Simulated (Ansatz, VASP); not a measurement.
# One calculation of GaN, two programs

```
CELL_PARAMETERS angstrom
0.00000 2.24895 2.33891
2.24895 0.00000 2.33891
2.24895 2.24895 0.00000
ATOMIC_POSITIONS crystal
Ga 0.00000 0.00000 0.00000
N 0.25000 0.25000 0.25000
```

Change from the starting cell: uniaxial_z strain +4.0%.

Alike in both runs: task single point; functional HSE06; k mesh 6 × 6 × 6; no spin polarisation.

|  | VASP | Ansatz |
| --- | --- | --- |
| version | VASP 6.6.1 | Ansatz 0.2.0 |
| potentials or method | VASP PAW PBE potentials, release 64 (Ga_d, N) | plane waves, PAW |
| plane-wave cutoff (eV) | 520 | 420 |
| occupations | gaussian, width 0.01 eV | fixed |
| valence electrons in the cell | 18 | 18 |

```tsv
	VASP	Ansatz	Ansatz less VASP
gap on the k mesh at the Fermi level (eV)	2.66	2.64	-0.013
pressure (GPa)	-7.3	-7.3	-0.02
traceless stress, the component that is largest in VASP (GPa)	-3.92	-3.90	+0.018
```

Ansatz's warnings: stress exchange threshold loose, stress scf threshold loose.
